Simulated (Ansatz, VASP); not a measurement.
**Ga in VASP and in Ansatz**

INCAR

```
SYSTEM = Ga
ALGO     = Normal         ! electronic algorithm
EDIFF    = 1E-7           ! SCF threshold, eV
ENCUT    = 520            ! plane-wave cutoff, eV
GGA      = PE             ! functional
ISIF     = 2              ! what is computed and relaxed
ISMEAR   = -1             ! smearing method
LASPH    = .True.         ! aspherical terms in the spheres
LCHARG   = .False.        ! write CHGCAR
LREAL    = .False.        ! projectors in reciprocal space
LWAVE    = .False.        ! write WAVECAR
NBANDS   = 20             ! bands
NELM     = 60             ! most SCF steps
PREC     = Accurate       ! precision mode
SIGMA    = 0.03           ! smearing width, eV
```

KPOINTS

```
k-points
0
Gamma
  14 14 11
  0 0 0
```

The input POSCAR:

```
Ga
1.0
    1.3830000000     -4.0265000000      0.0000000000
    1.3830000000      4.0265000000      0.0000000000
   -0.1174500000      0.0000000000      3.3632293000
Ga
2
Direct
    0.8690000000      0.1310000000      0.2500000000
    0.1310000000      0.8690000000      0.7500000000
```

Input for Ansatz:

```yaml
crystal:
  lattice:
    - [1.383, -4.0265, 0.0]
    - [1.383, 4.0265, 0.0]
    - [-0.11745, 0.0, 3.3632293]
  atoms:
    - { symbol: Ga, position: [0.869, 0.131, 0.25] }
    - { symbol: Ga, position: [0.131, 0.869, 0.75] }
kpoints:
  mp_grid: { grid: [14, 14, 11] }
  band_path:
    path:
      - [0.0, 0.0, 0.0]
      - [-0.5, 0.5, 0.0]
      - [-0.5, 0.5, 0.5]
      - [0.0, 0.0, 0.5]
      - [0.0, 0.0, 0.0]
      - [-0.5, 0.0, 0.5]
      - [0.0, 0.0, 0.0]
      - [-0.5, 0.0, 0.0]
    npoints: 5
scf:
  occupations: { method: fermi_dirac, width: 0.03 }
hamiltonian:
  xc: pbe
  pseudopotentials: { kind: all_electron, lapw: { basis_error: 0.0005 } }
output:
  forces: true
  stress: true
  eigenvalues: true
```

Change from the starting cell: zz strain of +1 %.

Alike in both runs: task single point; functional PBE; k mesh 14 × 14 × 11; occupations fermi-dirac, width 0.03 eV; no spin polarisation.

|  | VASP | Ansatz |
| --- | --- | --- |
| version | VASP 6.6.1 | Ansatz 0.2.0 |
| potentials or method | VASP PAW PBE potentials, release 64 (Ga_d), cutoff 520 eV | all-electron LAPW, scalar-relativistic |

|  | VASP | Ansatz | Ansatz less VASP |
| --- | --- | --- | --- |
| pressure (GPa) | 1.3 | 1.2 | -0.07 |
| traceless stress, the component that is largest in VASP (GPa) | -0.56 | -0.53 | +0.024 |
| rms of the force components (eV/Å) | 0.100 | 0.099 | -0.0009 |

Atom by atom the forces differ by 0.001 eV/Å (rms over components). Ansatz ran all-electron here, and VASP with PAW potentials.
